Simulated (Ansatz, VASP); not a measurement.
Given: the input of a run of Ansatz 0.2.0 on TiO2.

Contents of input.yaml:

```yaml
crystal:
  lattice:
    - [4.8126997814, 0.0, 0.0]
    - [0.0, 4.87188446, 0.0]
    - [-0.8628854487, 0.0, 4.9665942755]
  atoms:
    - { symbol: Ti, position: [0.27743526, 0.05280836, 0.21314827] }
    - { symbol: Ti, position: [0.72256474, 0.55280836, 0.28685173] }
    - { symbol: Ti, position: [0.72256474, 0.94719164, 0.78685173] }
    - { symbol: Ti, position: [0.27743526, 0.44719164, 0.71314827] }
    - { symbol: O, position: [0.06383822, 0.17696552, 0.85155674] }
    - { symbol: O, position: [0.93616178, 0.67696552, 0.64844326] }
    - { symbol: O, position: [0.93616178, 0.82303448, 0.14844326] }
    - { symbol: O, position: [0.06383822, 0.32303448, 0.35155674] }
    - { symbol: O, position: [0.44536099, 0.75763174, 0.46677186] }
    - { symbol: O, position: [0.55463901, 0.25763174, 0.03322814] }
    - { symbol: O, position: [0.55463901, 0.24236826, 0.53322814] }
    - { symbol: O, position: [0.44536099, 0.74236826, 0.96677186] }
hamiltonian:
  xc: pbe
  pseudopotentials: { kind: paw }
kpoints:
  mp_grid: { grid: [6, 6, 6] }
scf:
  occupations: { method: gaussian, width: 0.011 }
output:
  forces: true
  stress: true
  eigenvalues: true
```

Potentials or basis: Ansatz PAW.

Run with:

```console
$ ansatz run input.yaml --threads 4 --pin off --max-ram 11264MiB --backend cpu --events-out ev --progress --plain --runs-dir out
```

Q: Set up the same calculation for VASP 6.6.1. Potentials there: VASP PAW PBE potentials, release 64 (Ti_sv, O).

A: As run (the cutoff follows the program's own potentials):

Contents of INCAR:

```
SYSTEM = TiO2
  PREC = Accurate
  ENCUT = 520
  EDIFF = 1E-6
  ISMEAR = 0
  SIGMA = 0.011
  LREAL = .False.
  LASPH = .True.
  NELM = 60
  ALGO = Normal
  ISIF = 2
  LWAVE = .False.
  LCHARG = .True.
  GGA = PE
  LELF = .True.
  LVHAR = .True.
  NBANDS = 60
```

KPOINTS

```
Automatic mesh
0
Gamma
  6 6 6
  0 0 0
```

File POSCAR:

```
TiO2
1.0
    4.8126997814      0.0000000000      0.0000000000
    0.0000000000      4.8718844600      0.0000000000
   -0.8628854487      0.0000000000      4.9665942755
Ti O
4 8
Direct
    0.2774352600      0.0528083600      0.2131482700
    0.7225647400      0.5528083600      0.2868517300
    0.7225647400      0.9471916400      0.7868517300
    0.2774352600      0.4471916400      0.7131482700
    0.0638382200      0.1769655200      0.8515567400
    0.9361617800      0.6769655200      0.6484432600
    0.9361617800      0.8230344800      0.1484432600
    0.0638382200      0.3230344800      0.3515567400
    0.4453609900      0.7576317400      0.4667718600
    0.5546390100      0.2576317400      0.0332281400
    0.5546390100      0.2423682600      0.5332281400
    0.4453609900      0.7423682600      0.9667718600
```

Potentials or basis: VASP PAW PBE potentials, release 64 (Ti_sv, O).

Command:

```console
$ cat potpaw_PBE.64/Ti_sv/POTCAR potpaw_PBE.64/O/POTCAR > POTCAR
$ mpirun -np 1 vasp_std > vasp.out
```

Both were run:

|  | VASP | Ansatz | Ansatz less VASP |
| --- | --- | --- | --- |
| gap on the k mesh at the Fermi level (eV) | 2.28 | 2.30 | +0.020 |
| least direct gap on the mesh (eV) | 2.35 | 2.37 | +0.019 |
| pressure (GPa) | 4.9 | 4.1 | -0.82 |
| traceless stress, the component that is largest in VASP (GPa) | 0.09 | 0.13 | +0.041 |
| rms of the force components (eV/Å) | 0.047 | 0.051 | +0.0039 |

Atom by atom the forces differ by 0.022 eV/Å (rms over components).
